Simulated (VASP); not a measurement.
Here is a VASP 6.6.1 calculation.

Contents of INCAR:

```
SYSTEM = Ta
ALGO     = Normal         ! electronic algorithm
EDIFF    = 1E-6           ! SCF threshold, eV
ENCUT    = 520            ! plane-wave cutoff, eV
GGA      = CA             ! functional
ISIF     = 2              ! what is computed and relaxed
ISMEAR   = -1             ! smearing method
LASPH    = .TRUE.         ! aspherical terms in the spheres
LCHARG   = .FALSE.        ! write CHGCAR
LREAL    = .FALSE.        ! projectors in reciprocal space
LWAVE    = .FALSE.        ! write WAVECAR
NBANDS   = 18             ! bands
NELM     = 100            ! most SCF steps
PREC     = Accurate       ! precision mode
SIGMA    = 0.05           ! smearing width, eV
```

The input KPOINTS:

```
k-points
0
G
  11 11 5
  0 0 0
```

POSCAR

```
Ta
1.0
    2.8411641924      0.0000000000      0.0000000000
   -1.4205820962      2.4605203670      0.0000000000
    0.0000000000      0.0000000000      5.0608102442
Ta
2
Direct
    0.3333333333      0.6666666667      0.2500000000
    0.6666666667      0.3333333333      0.7500000000
```

Potentials or basis: VASP PAW LDA potentials, release 64 (Ta_pv).

The run is started by

```console
$ cat potpaw_LDA.64/Ta_pv/POTCAR > POTCAR
$ mpirun -np 1 vasp_std > vasp.out
```

Task: What does it give for the band gap on the k mesh?

Result: Zero (band 11 reaches 7.13 eV, above the bottom of band 12 at 5.38 eV).

Task: What does it give for the pressure?

Result: 0.5 GPa.

Stress tensor (GPa, compression positive):
```
-0.04  0.00  0.00
 0.00 -0.04  0.00
 0.00  0.00  1.65
```

Caveat: spin-orbit coupling is left out, which moves the levels of the heavy elements.
